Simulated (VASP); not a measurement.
# LiW (Amm2) in VASP: single point with PBE

Aim: the single point of LiW with PBE.

Everything below comes from runs of VASP 6.6.1. Logs are shortened: lines on timing, memory, paths and dates and some standing lists are left out, and cuts for length are marked.

## (1) The cell of the first run

The typed cell holds 2 atoms: a = 4.960 Å, b = 2.616 Å, c = 2.616 Å, α = 67.70°, β = 90.00°, γ = 90.00°.

## (2) Single point, PBE

File INCAR:

```
ALGO = Normal
EDIFF = 1E-6
ENCUT = 750
GGA = PE
GGA_COMPAT = False
ISIF = 2
ISMEAR = 0
LASPH = True
LCHARG = True
LELF = True
LREAL = False
LVHAR = True
LWAVE = False
NBANDS = 16
NELM = 120
PREC = Accurate
SIGMA = 0.1
```

File KPOINTS:

```
k-points
0
Gamma
  12 22 22
```

File POSCAR:

```
LiW
1.0
    4.9602535384      0.0000000000      0.0000000000
    0.0000000000      1.4569604846      2.1721733593
    0.0000000000     -1.4569604846      2.1721733593
Li W
1 1
Direct
    0.5000000000      0.7502431671      0.7502431671
    0.0000000000      0.2500156591      0.2500156591
```

Potentials or basis: VASP PAW PBE potentials, release 64 (Li_sv, W_sv).

Started as:

```bash
$ cat potpaw_PBE.64/Li_sv/POTCAR potpaw_PBE.64/W_sv/POTCAR > POTCAR
$ mpirun -np 1 vasp_std > vasp.out
```

OUTCAR:

```text
EDIFF = 1E-6
   ENCUT = 750
   GGA = PE
   ISIF = 2
   ISMEAR = 0
   LASPH = True
   LREAL = False
   NELM = 120
   PREC = Accurate

 ion  position               nearest neighbor table
   1  0.500  0.750  0.750-   2 2.88   2 2.88   2 2.88   2 2.88
   2  0.000  0.250  0.250-   1 2.88   1 2.88   1 2.88   1 2.88

  LATTYP: Found a base centered orthorhombic cell.
 ALAT       =     2.9139209692
 B/A-ratio  =     1.4908938041
 C/A-ratio  =     1.7022608337

  Lattice vectors:

 A1 = (   0.0000000000,   1.4569604846,  -2.1721733593)
 A2 = (   0.0000000000,   1.4569604846,   2.1721733593)
 A3 = (   4.9602535384,   0.0000000000,   0.0000000000)

Analysis of symmetry for initial positions (statically):
=====================================================================
 Subroutine PRICEL returns:
 Original cell was already a primitive cell.

 Routine SETGRP: Setting up the symmetry group for a
 base centered orthorhombic supercell.

 Subroutine GETGRP returns: Found  4 space group operations
 (whereof  4 operations were pure point group operations)
 out of a pool of  8 trial point group operations.

The static configuration has the point symmetry C_2v.

Analysis of symmetry for dynamics (positions and initial velocities):
=====================================================================
 Subroutine PRICEL returns:
 Original cell was already a primitive cell.

 Routine SETGRP: Setting up the symmetry group for a
 base centered orthorhombic supercell.

 Subroutine GETGRP returns: Found  4 space group operations
 (whereof  4 operations were pure point group operations)
 out of a pool of  8 trial point group operations.

The dynamic configuration has the point symmetry C_2v.

 Subroutine INISYM returns: Found  4 space group operations
 (whereof  4 operations are pure point group operations),
 and found     1 'primitive' translations

----------------------------------------------------------------------------------------

                                     Primitive cell

  volume of cell :      31.3961

  direct lattice vectors                    reciprocal lattice vectors
     4.960253538  0.000000000  0.000000000     0.201602598  0.000000000  0.000000000
     0.000000000  1.456960485  2.172173359     0.000000000  0.343180207  0.230184206
     0.000000000 -1.456960485  2.172173359     0.000000000 -0.343180207  0.230184206

  length of vectors
     4.960253538  2.615544103  2.615544103     0.201602598  0.413228052  0.413228052

  position of ions in fractional coordinates (direct lattice)
     0.500000000  0.750243167  0.750243167
     0.000000000  0.250015659  0.250015659

  ion indices of the primitive-cell ions
   primitive index   ion index
                 1           1
                 2           2

----------------------------------------------------------------------------------------

 KPOINTS: k-points

Automatic generation of k-mesh.
 Grid dimensions read from file:
 generate k-points for:   12   22   22

 Generating k-lattice:

  Cartesian coordinates                     Fractional coordinates (reciprocal lattice)
     0.016800216  0.000000000  0.000000000     0.083333333  0.000000000  0.000000000
     0.000000000  0.015599100  0.010462918     0.000000000  0.045454545  0.000000000
     0.000000000 -0.015599100  0.010462918     0.000000000  0.000000000  0.045454545

  Length of vectors
     0.016800216  0.018783093  0.018783093

  Shift w.r.t. Gamma in fractional coordinates (k-lattice)
     0.000000000  0.000000000  0.000000000

 Subroutine IBZKPT returns following result:
 ===========================================

 Found    931 irreducible k-points:

 Following reciprocal coordinates:
            Coordinates               Weight
  0.000000  0.000000  0.000000      1.000000
  0.083333  0.000000  0.000000      2.000000
  0.166667  0.000000  0.000000      2.000000
  0.250000  0.000000  0.000000      2.000000
  0.333333  0.000000  0.000000      2.000000
  0.416667  0.000000  0.000000      2.000000
[... 16 lines left out ...]
  0.083333  0.136364  0.000000      8.000000
  0.166667  0.136364  0.000000      8.000000
 [... further k-points ...]
   k-points           NKPTS =    931   k-points in BZ     NKDIM =    931   number of bands    NBANDS=     16
   number of dos      NEDOS =    301   number of ions     NIONS =      2
   total plane-waves  NPLWV =  27648
   dimension x,y,z NGX =    48 NGY =   24 NGZ =   24
   dimension x,y,z NGXF=    96 NGYF=   48 NGZF=   48
   ions per type =               1   1
   NGX,Y,Z   is equivalent  to a cutoff of  16.09, 15.25, 15.25 a.u.
   NGXF,Y,Z  is equivalent  to a cutoff of  32.17, 30.51, 30.51 a.u.
 SYSTEM =  unknown system
   PREC   = accura    normal or accurate (medium, high low for compatibility)
   ISTART =      0    job   : 0-new  1-cont  2-samecut
   ICHARG =      2    charge: 1-file 2-atom 10-const
   ISPIN  =      1    spin polarized calculation?
   LNONCOLLINEAR =      F non collinear calculations
   LSORBIT =      F    spin-orbit coupling
   LASPH  =      T    aspherical Exc in radial PAW
   ENCUT  =  750.0 eV  55.12 Ry    7.42 a.u.  11.08  5.84  5.84*2*pi/ulx,y,z
   NELM   =    120;   NELMIN=  2; NELMDL= -5     # of ELM steps
   EDIFF  = 0.1E-05   stopping-criterion for ELM
   LREAL  =      F    real-space projection
   EDIFFG = 0.1E-04   stopping-criterion for IOM
   NSW    =      0    number of steps for IOM
   IBRION =     -1    ionic relax: 0-MD 1-quasi-New 2-CG
   NFREE  =      0    steps in history (QN), initial steepest desc. (CG)
   ISIF   =      2    stress and relaxation
   ISYM   =      2    0-nonsym 1-usesym 2-fastsym
   POTIM  = 0.5000    time-step for ionic-motion
   TEBEG  =    0.0;   TEEND  =   0.0 temperature during run
   PSTRESS=    0.0 pullay stress
   NELECT =      17.0000    total number of electrons
   NUPDOWN=      -1.0000    fix difference up-down
   EMIN   =  10.00;   EMAX   =-10.00  energy-range for DOS
   EFERMI =   0.00;   METHOD = LEGACY
   ISMEAR =     0;   SIGMA  =   0.10  broadening in eV -4-tet -1-fermi 0-gaus
   EFERMI_NEDOS =   21; number of points for ismear=-14 and -15
   IALGO  =     38    algorithm
   IMIX   =      4    mixing-type and parameters
     AMIX     =   0.40;   BMIX     =  1.00
     AMIX_MAG =   1.60;   BMIX_MAG =  1.00
  volume/ion in A,a.u.               =      15.70       105.94
  Fermi-wavevector in a.u.,A,eV,Ry     =   1.334338  2.521533 24.224590  1.780457
  Thomas-Fermi vector in A             =   2.463127
   LORBIT       =      0    0 simple, 1 ext, 2 COOP (PROOUT), +10 PAW based schemes
   GGA     = PE    functional components
   LHFCALC =     F    Hartree Fock is set to
   AEXX    =    0.0000 exact exchange contribution
   IVDW    =     0    specifies the selected vdW correction
   LEPSILON=     F    determine dielectric tensor
   LRPA    =     F    only Hartree local field effects (RPA)
 non-spin polarized calculation
 Gauss-broadening in eV      SIGMA  =   0.10
  energy-cutoff  :      750.00
  volume of cell :       31.40
 maximum number of plane-waves:      1508
 NGX is ok and might be reduce to    48
   NGX = 23   NGY = 11   NGZ = 11

 number of electron      16.9999998 magnetization

 Free energy of the ion-electron system (eV)
  ---------------------------------------------------
  ext. energy  EPLUGINS =         0.00000000
  ---------------------------------------------------
  free energy    TOTEN  =       -13.87660682 eV

  energy without entropy =      -13.87110696  energy(sigma->0) =      -13.87385689

 E-fermi :   5.9430     XC(G=0): -10.8296

 val. band max:        5.9367794520   @ k =   0.1667  -0.4091   0.3182
 cond. band min:       5.9456461949   @ k =   0.4167  -0.4091   0.1364
 fundamental gap:      0.0088667429
 Fermi energy:         5.9430472191

 k-point     1 :       0.0000    0.0000    0.0000
  band No.  band energies     occupation
      1     -67.8130      2.00000
      2     -39.3727      2.00000
      3     -32.1403      2.00000
      4     -31.3555      2.00000
      5     -31.0702      2.00000
      6      -1.3442      2.00000
[... 8 lines left out ...]
     15      21.1621      0.00000
     16      21.8979      0.00000

 k-point     2 :       0.0833    0.0000    0.0000
  band No.  band energies     occupation
      1     -67.8131      2.00000
      2     -39.3728      2.00000
      3     -32.1402      2.00000
      4     -31.3554      2.00000
      5     -31.0701      2.00000
      6      -1.3335      2.00000
[... 8 lines left out ...]
     15      20.9631      0.00000
     16      21.9623      0.00000

 k-point     3 :       0.1667    0.0000    0.0000
  band No.  band energies     occupation
      1     -67.8130      2.00000
      2     -39.3729      2.00000
      3     -32.1400      2.00000
      4     -31.3554      2.00000
      5     -31.0701      2.00000
      6      -1.3042      2.00000
[... 8 lines left out ...]
     15      20.4425      0.00000
     16      22.1479      0.00000

 k-point     4 :       0.2500    0.0000    0.0000
  band No.  band energies     occupation
      1     -67.8130      2.00000
      2     -39.3731      2.00000
      3     -32.1396      2.00000
      4     -31.3554      2.00000
      5     -31.0701      2.00000
      6      -1.2634      2.00000
[... 8 lines left out ...]
     15      20.5184      0.00000
     16      22.4300      0.00000

 k-point     5 :       0.3333    0.0000    0.0000
  band No.  band energies     occupation
      1     -67.8130      2.00000
      2     -39.3732      2.00000
      3     -32.1393      2.00000
      4     -31.3554      2.00000
      5     -31.0701      2.00000
      6      -1.2218      2.00000
[... 8 lines left out ...]
     15      20.6305      0.00000
     16      22.7580      0.00000

 k-point     6 :       0.4167    0.0000    0.0000
  band No.  band energies     occupation
      1     -67.8130      2.00000
      2     -39.3734      2.00000
      3     -32.1391      2.00000
      4     -31.3554      2.00000
      5     -31.0701      2.00000
      6      -1.1907      2.00000
[... 8 lines left out ...]
     15      20.7216      0.00000
     16      23.0417      0.00000

 k-point     7 :       0.5000    0.0000    0.0000
  band No.  band energies     occupation
      1     -67.8130      2.00000
      2     -39.3734      2.00000
      3     -32.1390      2.00000
      4     -31.3554      2.00000
      5     -31.0701      2.00000
      6      -1.1791      2.00000
[... 8 lines left out ...]
     15      20.7572      0.00000
     16      23.1587      0.00000

 k-point     8 :       0.0000    0.0455   -0.0000
  band No.  band energies     occupation
      1     -67.8104      2.00000
      2     -39.3718      2.00000
      3     -32.1363      2.00000
      4     -31.3735      2.00000
      5     -31.0872      2.00000
      6      -1.2536      2.00000
[... 8 lines left out ...]
     15      21.2902      0.00000
     16      21.6275      0.00000

 k-point     9 :       0.0833    0.0455   -0.0000
  band No.  band energies     occupation
      1     -67.8105      2.00000
      2     -39.3719      2.00000
      3     -32.1362      2.00000
      4     -31.3735      2.00000
      5     -31.0872      2.00000
      6      -1.2426      2.00000
[... 8 lines left out ...]
     15      21.0432      0.00000
     16      21.7444      0.00000
[... 172 lines left out ...]
 k-point    19 :       0.3333    0.0909   -0.0000
  band No.  band energies     occupation
      1     -67.8028      2.00000
      2     -39.3697      2.00000
      3     -32.1238      2.00000
      4     -31.4345      2.00000
      5     -31.1283      2.00000
      6      -0.8522      2.00000
[... 8 lines left out ...]
     15      20.9200      0.00000
     16      21.8520      0.00000

 k-point    20 :       0.4167    0.0909   -0.0000
  band No.  band energies     occupation
      1     -67.8028      2.00000
      2     -39.3698      2.00000
      3     -32.1236      2.00000
      4     -31.4345      2.00000
      5     -31.1283      2.00000
      6      -0.8164      2.00000
[... 8 lines left out ...]
     15      21.1577      0.00000
     16      21.6869      0.00000

 k-point    21 :       0.5000    0.0909   -0.0000
  band No.  band energies     occupation
      1     -67.8028      2.00000
      2     -39.3698      2.00000
      3     -32.1236      2.00000
      4     -31.4345      2.00000
      5     -31.1283      2.00000
      6      -0.8032      2.00000
[... 8 lines left out ...]
     15      21.4251      0.00000
     16      21.4282      0.00000

 k-point    22 :       0.0000    0.1364    0.0000
  band No.  band energies     occupation
      1     -67.7908      2.00000
      2     -39.3651      2.00000
      3     -32.1063      2.00000
      4     -31.5487      2.00000
      5     -31.1726      2.00000
      6      -0.5875      2.00000
[... 8 lines left out ...]
     15      21.4595      0.00000
     16      22.0382      0.00000

 k-point    23 :       0.0833    0.1364    0.0000
  band No.  band energies     occupation
      1     -67.7908      2.00000
      2     -39.3651      2.00000
      3     -32.1062      2.00000
      4     -31.5487      2.00000
      5     -31.1726      2.00000
      6      -0.5737      2.00000
[... 8 lines left out ...]
     15      21.3500      0.00000
     16      21.9908      0.00000

 k-point    24 :       0.1667    0.1364    0.0000
  band No.  band energies     occupation
      1     -67.7908      2.00000
      2     -39.3652      2.00000
      3     -32.1060      2.00000
      4     -31.5488      2.00000
      5     -31.1726      2.00000
      6      -0.5355      2.00000
[... 8 lines left out ...]
     15      20.9623      0.00000
     16      21.9875      0.00000

 [... further k-points ...]
[... 5 lines left out ...]
  --------------------------------------------------------------------------------------
  -------------------------------------------------------------------------------------
  Total       -0.0260059      0.0499323      0.0887175      0.0000000      0.0000000      0.0000000
  in kB       -1.3271059      2.5480962      4.5273463      0.0000000      0.0000000      0.0000000
  external PRESSURE =       1.9161122 kB  Pullay stress =       0.0000000 kB

 VOLUME and BASIS-vectors are now :
 -----------------------------------------------------------------------------
  energy-cutoff  :      750.00
  volume of cell :       31.40
      direct lattice vectors                 reciprocal lattice vectors
     4.960253538  0.000000000  0.000000000     0.201602598  0.000000000  0.000000000
     0.000000000  1.456960485  2.172173359     0.000000000  0.343180207  0.230184206
     0.000000000 -1.456960485  2.172173359     0.000000000 -0.343180207  0.230184206

 POSITION                                       TOTAL-FORCE (eV/Angst)
 -----------------------------------------------------------------------------------
      2.48013      0.00000      3.25932         0.000000      0.000000     -0.000118
      0.00000      0.00000      1.08615         0.000000      0.000000      0.000118
 -----------------------------------------------------------------------------------
    total drift:                                0.000000     -0.000000      0.000005

  FREE ENERGIE OF THE ION-ELECTRON SYSTEM (eV)
  ---------------------------------------------------
  free  energy   TOTEN  =       -13.8766068248 eV

  energy  without entropy=      -13.8711069638  energy(sigma->0) =      -13.87385689
```

Wall time 6 min (1 thread of Intel Xeon Platinum 8259CL at 2.50GHz (Skylake/Cascade Lake), shared host); peak memory 0.8 GiB.

Results:

| Item | Value |
| --- | --- |
| Free energy | -13.8766 eV |
| Pressure | 0.2 GPa |
| Band gap on the k mesh | zero (an odd number of electrons rules out a gap without spin polarisation) |

Caveat: spin-orbit coupling is left out, which moves the levels of the heavy elements.
